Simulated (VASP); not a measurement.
## MnI2: single point with LDA+U

The system is MnI2.

```xyz
6
Lattice="4.1600 0.0000 0.0000 -2.0800 3.6027 0.0000 0.0000 0.0000 13.6400" Properties=species:S:1:pos:R:3 pbc="T T T"
Mn    0.0000    0.0000    0.0000
Mn    0.0000    0.0000    6.8200
I     0.0000    2.4018    1.7050
I     2.0800    1.2009    5.1150
I     0.0000    2.4018    8.5250
I     2.0800    1.2009   11.9350
```

| Property | Result |
| --- | --- |
| Program | VASP 6.6.1 |
| Task | single point |
| Functional | LDA |
| Potentials or basis | VASP PAW LDA potentials, release 64 (Mn_pv, I) |
| Cutoff | 520 eV |
| k mesh | 5 × 5 × 2 |
| Occupations | gaussian, width 0.05 eV |
| Spin | collinear spin, antiferromagnetic start |
| Starting moments | [4.62, -4.62, 0.05, -0.05, -0.05, 0.05] μB |
| Hubbard terms | Mn d U = 4.0 eV |
| Dipole correction | no |
| Further INCAR settings | ALGO = Normal; EDIFF = 1e-06; NBANDS = 40 |

* Pressure: -2.7 GPa
* Largest force: 0.451 eV/Å
* Band gap on the k mesh: 2.37 eV
* Net moment: 0.00 μB per cell
* Site moments: Mn +4.55, -4.55; I +0.05, -0.05 (each value once) μB
* Valence electrons inside the program's atomic spheres: Mn 11.24; I 4.31

Forces on the atoms (eV/Å):
```
Mn   0.000  0.000  0.000
Mn   0.000  0.000  0.000
I    0.000  0.000 -0.451
I    0.000  0.000  0.451
I    0.000  0.000 -0.451
I    0.000  0.000  0.451
```

Stress tensor (GPa, compression positive):
```
-2.64  0.00  0.00
 0.00 -2.64  0.00
 0.00  0.00 -2.83
```

Levels at points of the mesh, in eV from the valence-band top:
Spin up:
| k point | band 24 | band 25 | band 26 | band 27 | band 28 | band 29 | band 30 | band 31 |
| --- | --- | --- | --- | --- | --- | --- | --- | --- |
| (0.00, 0.00, 0.00) | -0.34 | -0.29 | -0.01 | -0.01 | 2.82 | 2.86 | 2.86 | 3.13 |
| (0.00, 0.00, 0.50) | -0.39 | -0.39 | 0.00 | 0.00 | 2.82 | 2.86 | 2.86 | 3.57 |
Spin down:
```
           k point  band 23  band 24  band 25  band 26  band 27  band 28  band 29  band 30  band 31  band 32
(0.00, 0.00, 0.00)    -0.34    -0.34    -0.29    -0.01    -0.01     2.82     2.86     2.86     3.13     3.62
(0.00, 0.00, 0.50)    -0.48    -0.39    -0.39     0.00     0.00     2.82     2.86     2.86     3.57     3.61
```

Eigenvalues of the final occupation matrices:
```tsv
site	spin	trace	eigenvalues
site 1 d	1	4.70	0.93 0.93 0.93 0.95 0.95
site 1 d	2	0.20	0.01 0.01 0.01 0.08 0.08
site 2 d	1	0.20	0.01 0.01 0.01 0.08 0.08
site 2 d	2	4.70	0.93 0.93 0.93 0.95 0.95
```

Wall time 85 s on 1 thread of Intel(R) Xeon(R) 6975P-C (Granite Rapids) (shared host), peak memory 0.34 GiB.

Caveat: spin-orbit coupling is left out, which moves the levels of the heavy elements. A k mesh can miss the band edges.
